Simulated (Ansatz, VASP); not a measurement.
**Two plane-wave programs on BAs2**

```xyz
6
Lattice="-3.6995 3.6995 2.1164 3.6995 -3.6995 2.1164 3.6995 3.6995 -2.1164" Properties=species:S:1:pos:R:3 pbc="T T T"
B     0.0000    0.0000    2.9365
B     0.0000    0.0000    1.2963
As    5.5807    0.0000    0.0000
As    1.8184    0.0000    0.0000
As    0.0000    5.5807    0.0000
As    0.0000    1.8184    0.0000
```

Alike in both runs: functional PBE; k mesh 4 × 4 × 4; occupations gaussian, width 0.1 eV; no spin polarisation.

Ansatz relaxed the structure, and its values are those at the end. VASP's run is a single point on that final structure, the one shown.

|  | VASP | Ansatz |
| --- | --- | --- |
| version | VASP 6.6.1 | Ansatz 0.2.0 |
| potentials or method | VASP PAW PBE potentials, release 64 (B, As_d), cutoff 600 eV | scalar-relativistic, plane waves, PAW |
| valence electrons in the cell | 66 | 66 |

```csv
,VASP,Ansatz,Ansatz less VASP
gap on the k mesh at the Fermi level (eV),none,none,-
pressure (GPa),0.1,0.0,-0.08
rms of the force components (eV/Å),0.008,0.001,-0.0062
```

A gap of «none» marks a metal or a gap that the smearing closes. The functional is the same, so the differences come from potentials, cutoffs and numerics.

The k mesh is coarse, so the values compare programs but aren't converged.
